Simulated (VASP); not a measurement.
# Li4ZrN2 (P-3m1) in VASP: a series of runs, part 2 of 2

VASP 6.6.1. Earlier steps stand in the parts before.

## 3. Relaxation of cell and atoms, PBE

INCAR reads:

```
SYSTEM = Li4ZrN2
ALGO     = Normal         ! electronic algorithm
EDIFF    = 1E-7           ! SCF threshold, eV
EDIFFG   = -0.001         ! ionic threshold
ENCUT    = 600            ! plane-wave cutoff, eV
GGA      = PE             ! functional
IBRION   = 2              ! ionic algorithm
ISIF     = 3              ! what is computed and relaxed
ISMEAR   = 0              ! smearing method
LASPH    = .TRUE.         ! aspherical terms in the spheres
LCHARG   = .FALSE.        ! write CHGCAR
LREAL    = .FALSE.        ! projectors in reciprocal space
LWAVE    = .FALSE.        ! write WAVECAR
NELM     = 80             ! most SCF steps
NSW      = 80             ! ionic steps
PREC     = Accurate       ! precision mode
SIGMA    = 0.1            ! smearing width, eV
```

KPOINTS reads:

```
k-points
0
G
  12 12 4
  0 0 0
```

POSCAR reads:

```
Li4ZrN2
1.0
    3.3086562850      0.0000000000      0.0000000000
   -1.6543281425      2.8653803952      0.0000000000
    0.0000000000      0.0000000000      9.0425419041
Li Zr N
4 1 2
Direct
    0.6666666667      0.3333333333      0.2197461926
    0.3333333333      0.6666666667      0.3870966782
    0.3333333333      0.6666666667      0.7802538074
    0.6666666667      0.3333333333      0.6129033218
    0.0000000000      0.0000000000      0.0000000000
    0.3333333333      0.6666666667      0.1375810605
    0.6666666667      0.3333333333      0.8624189395
```

Potentials or basis: VASP PAW PBE potentials, release 64 (Li_sv, Zr_sv, N).

On the command line:

```console
> cat potpaw_PBE.64/Li_sv/POTCAR potpaw_PBE.64/Zr_sv/POTCAR potpaw_PBE.64/N/POTCAR > POTCAR
> mpirun -np 1 vasp_std > vasp.out
```

OUTCAR:

```text
SYSTEM = Li4ZrN2
   EDIFF = 1E-7
   EDIFFG = -0.001
   ENCUT = 600
   GGA = PE
   IBRION = 2
   ISIF = 3
   ISMEAR = 0
   LASPH = .TRUE.
   LREAL = .FALSE.
   NELM = 80
   NSW = 80
   PREC = Accurate

 ion  position               nearest neighbor table
   1  0.667  0.333  0.220-   6 2.05   6 2.05   6 2.05   2 2.44   2 2.44   2 2.44   5 2.76   5 2.76
                             5 2.76
   2  0.333  0.667  0.387-   1 2.44   1 2.44   1 2.44
   3  0.333  0.667  0.780-   7 2.05   7 2.05   7 2.05   4 2.44   4 2.44   4 2.44   5 2.76   5 2.76
                             5 2.76
   4  0.667  0.333  0.613-   3 2.44   3 2.44   3 2.44
   5  0.000  0.000  0.000-   6 2.28   7 2.28   6 2.28   7 2.28   7 2.28   6 2.28   1 2.76   3 2.76
                             3 2.76   1 2.76   3 2.76   1 2.76
   6  0.333  0.667  0.138-   1 2.05   1 2.05   1 2.05   5 2.28   5 2.28   5 2.28
   7  0.667  0.333  0.862-   3 2.05   3 2.05   3 2.05   5 2.28   5 2.28   5 2.28

  LATTYP: Found a hexagonal cell.
 ALAT       =     3.3086562850
 C/A-ratio  =     2.7329952480

  Lattice vectors:

 A1 = (   3.3086562850,   0.0000000000,   0.0000000000)
 A2 = (  -1.6543281425,   2.8653803952,   0.0000000000)
 A3 = (   0.0000000000,   0.0000000000,   9.0425419041)

Analysis of symmetry for initial positions (statically):
=====================================================================
 Subroutine PRICEL returns:
[... 304 lines left out ...]
[... ionic steps 4 to 14 ...]

--------------------------------------- Ionic step       15  -------------------------------------------

 number of electron      34.0000010 magnetization

------------------------ aborting loop because EDIFF is reached ----------------------------------------
[... 77 lines left out ...]
--------------------------------------- Ionic step       17  -------------------------------------------

 number of electron      34.0000011 magnetization

 Free energy of the ion-electron system (eV)
  ---------------------------------------------------
  ext. energy  EPLUGINS =         0.00000000
  ---------------------------------------------------
  free energy    TOTEN  =       -37.91614366 eV

  energy without entropy =      -37.90796262  energy(sigma->0) =      -37.91205314

 E-fermi :   5.1667     XC(G=0):  -9.5504

 val. band max:        5.1623506715   @ k =   0.4167   0.1667   0.5000
 cond. band min:       5.1899156770   @ k =   0.3333   0.0833   0.0000
 fundamental gap:      0.0275650055
 Fermi energy:         5.1666547463

 k-point     1 :       0.0000    0.0000    0.0000
  band No.  band energies     occupation
      1     -44.4715      2.00000
      2     -41.5051      2.00000
      3     -41.4804      2.00000
      4     -40.8762      2.00000
      5     -40.8738      2.00000
      6     -22.6827      2.00000
[... 565 lines left out ...]
     20       7.0780      0.00000
     21       7.7778      0.00000

 [... further k-points ...]

------------------------ aborting loop because EDIFF is reached ----------------------------------------

  FORCE on cell =-STRESS in cart. coord.  units (eV):
  Direction    XX          YY          ZZ          XY          YZ          ZX
  --------------------------------------------------------------------------------------
  -------------------------------------------------------------------------------------
  Total        0.0006568      0.0006568     -0.0024522     -0.0000000      0.0000000     -0.0000000
  in kB        0.0123188      0.0123188     -0.0459905     -0.0000000      0.0000000     -0.0000000
  external PRESSURE =      -0.0071176 kB  Pullay stress =       0.0000000 kB
[... 22 lines left out ...]
  FREE ENERGIE OF THE ION-ELECTRON SYSTEM (eV)
  ---------------------------------------------------
  free  energy   TOTEN  =       -37.9161436580 eV

  energy  without entropy=      -37.9079626161  energy(sigma->0) =      -37.91205314

 reached required accuracy - stopping structural energy minimisation
```

Run time: 32 min. Hardware: 1 thread of Oxide Virtual Turin-like, shared host; peak memory 0.31 GiB.

Results:

* Free energy: -37.9161 eV
* Relaxed volume: 12.20 Å³/atom
* Relaxed cell: a = 3.308 Å, b = 3.308 Å, c = 9.015 Å, α = 90.00°, β = 90.00°, γ = 120.00°
* Space group after relaxing (to 0.1 Å): P-3m1 (No. 164)
* Energy gained by relaxing: 0.0 meV/atom
* Ionic steps: 17
* Pressure after relaxing: 0.0 GPa
* Band gap on the k mesh: zero (bands 17 and 18 overlap by 1.43 eV)

The path:
| step | energy change (eV) | largest force (eV/Å) | pressure (GPa) | volume (Å³) |
| --- | --- | --- | --- | --- |
| 1 | 0.0000 | 0.0141 | -0.08 | 85.73 |
| 2 | -0.0001 | 0.0138 | -0.01 | 85.65 |
| 3 | -0.0001 | 0.0135 | 0.07 | 85.56 |
| 4 | -0.0001 | 0.0108 | 0.05 | 85.55 |
| 5 | -0.0002 | 0.0056 | 0.01 | 85.51 |
| 6 | -0.0002 | 0.0105 | -0.01 | 85.50 |
| 7 | -0.0002 | 0.0064 | -0.01 | 85.48 |
| 8 | -0.0002 | 0.0019 | -0.02 | 85.45 |
| 9 | -0.0002 | 0.0019 | -0.02 | 85.45 |
| 10 | -0.0002 | 0.0033 | -0.01 | 85.47 |
| 11 | -0.0002 | 0.0019 | -0.02 | 85.45 |
| 12 | -0.0002 | 0.0017 | 0.01 | 85.43 |
| 13 | -0.0002 | 0.0019 | 0.01 | 85.43 |
| 14 | -0.0002 | 0.0017 | 0.00 | 85.44 |
| 15 | -0.0002 | 0.0013 | 0.00 | 85.44 |
| 16 | -0.0002 | 0.0013 | 0.00 | 85.43 |
| 17 | -0.0002 | 0.0008 | 0.00 | 85.43 |

Final structure:
```yaml
crystal:
  lattice:
    - [3.30792, 0.00000, 0.00000]
    - [-1.65396, 2.86474, 0.00000]
    - [0.00000, 0.00000, 9.01471]
  atoms:
    - { symbol: Li, position: [0.66667, 0.33333, 0.22059] }
    - { symbol: Li, position: [0.33333, 0.66667, 0.38719] }
    - { symbol: Li, position: [0.33333, 0.66667, 0.77941] }
    - { symbol: Li, position: [0.66667, 0.33333, 0.61281] }
    - { symbol: Zr, position: [0.00000, 0.00000, 0.00000] }
    - { symbol: N, position: [0.33333, 0.66667, 0.13812] }
    - { symbol: N, position: [0.66667, 0.33333, 0.86188] }
```

Caveat: the cutoff is under 1.25 times the usual one of these potentials, so pressure, stress and relaxed cells hold a basis-set (Pulay) error.
